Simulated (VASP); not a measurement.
Set up this calculation in VASP 6.6.1, as the native input.

```yaml
Task: single point
Functional: r2SCAN
Potentials_or_basis: VASP PAW PBE potentials, release 64 (Ba_sv, Be)
Cutoff: 520 eV
k_mesh: 6 × 6 × 6
Occupations: gaussian, width 0.1 eV
Spin: no spin polarisation
Dipole_correction: no
Further_INCAR_settings: ALGO = Normal; EDIFF = 1e-06; NBANDS = 18
```

The system is Ba2Be.

```
CELL_PARAMETERS angstrom
-2.01727 2.01727 7.67660
2.01727 -2.01727 7.67660
2.01727 2.01727 -7.67660
ATOMIC_POSITIONS crystal
Ba 0.61979 0.61979 0.00000
Ba 0.38021 0.38021 0.00000
Be 0.00000 0.00000 0.00000
```

These files were run (other wordings do the same):

POSCAR

```
Ba2Be
1.0
   -2.0172664810      2.0172664810      7.6765971192
    2.0172664810     -2.0172664810      7.6765971192
    2.0172664810      2.0172664810     -7.6765971192
Ba Be
2 1
Direct
    0.6197913159      0.6197913159      0.0000000000
    0.3802086841      0.3802086841      0.0000000000
    0.0000000000      0.0000000000      0.0000000000
```

INCAR.step1

```
SYSTEM = Ba2Be
PREC = Accurate ; ENCUT = 520
ISMEAR = 0 ; SIGMA = 0.1
LREAL = .False. ; LASPH = .True.
NELM = 80 ; NBANDS = 18
GGA = PE ; ALGO = Normal
EDIFF = 1E-4 ; LWAVE = .True.
LCHARG = .False.
```

INCAR.step2

```
SYSTEM = Ba2Be
PREC = Accurate ; ENCUT = 520
EDIFF = 1E-6 ; ISMEAR = 0
SIGMA = 0.1 ; LREAL = .False.
LASPH = .True. ; NELM = 80
ALGO = Normal ; ISIF = 2
LWAVE = .False. ; LCHARG = .False.
METAGGA = R2SCAN ; LMIXTAU = .True.
NBANDS = 18 ; ISTART = 1
```

KPOINTS

```
Automatic mesh
0
Gamma
  6 6 6
  0 0 0
```

Potentials or basis: VASP PAW PBE potentials, release 64 (Ba_sv, Be).

Launch:

```console
$ cat potpaw_PBE.64/Ba_sv/POTCAR potpaw_PBE.64/Be/POTCAR > POTCAR
$ cp INCAR.step1 INCAR
$ mpirun -np 1 vasp_std > vasp.out
$ cp INCAR.step2 INCAR
$ mpirun -np 1 vasp_std > vasp.out
```

It gave:

```yaml
Pressure: 0.2 GPa
Largest_force: 0.055 eV/Å
Band_gap_on_the_k_mesh: zero (band 11 reaches 2.60 eV, above the bottom of band 12 at 1.24 eV)
```

Caveat: the k points lie up to 0.37 Å⁻¹ apart; the PAW data sets were made with another functional, which shifts forces and pressure a little; spin-orbit coupling is left out, which moves the levels of the heavy elements.

It took 8.4 min on 1 thread of Intel(R) Xeon(R) 6975P-C (Granite Rapids) (shared host), peak memory 0.65 GiB.
